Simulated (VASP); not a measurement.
Input of a VASP 6.6.1 run:

INCAR

```
SYSTEM = TiTc
PREC = Accurate ; ENCUT = 520
EDIFF = 1E-6 ; ISMEAR = -1
SIGMA = 0.08 ; LREAL = .False.
LASPH = .True. ; NELM = 80
ALGO = Normal ; ISIF = 2
LWAVE = .False. ; LCHARG = .False.
GGA = PS ; NBANDS = 20
```

File KPOINTS:

```
regular mesh
0
Gamma
  12 12 12
  0 0 0
```

Contents of POSCAR:

```
TiTc
1.0
    3.1709958777      0.0000000000      0.0000000000
    0.0000000000      3.1709958777      0.0000000000
    0.0000000000      0.0000000000      3.1709958777
Ti Tc
1 1
Direct
    0.5000000000      0.5000000000      0.5000000000
    0.0000000000      0.0000000000      0.0000000000
```

Potentials or basis: VASP PAW PBE potentials, release 64 (Ti_sv, Tc_pv).

Launch:

```bash
$ cat potpaw_PBE.64/Ti_sv/POTCAR potpaw_PBE.64/Tc_pv/POTCAR > POTCAR
$ mpirun -np 1 vasp_std > vasp.out
```

Q: Estimate the pressure.

A: -17.9 GPa.

Caveat: the PAW data sets were made with another functional, which shifts forces and pressure a little.
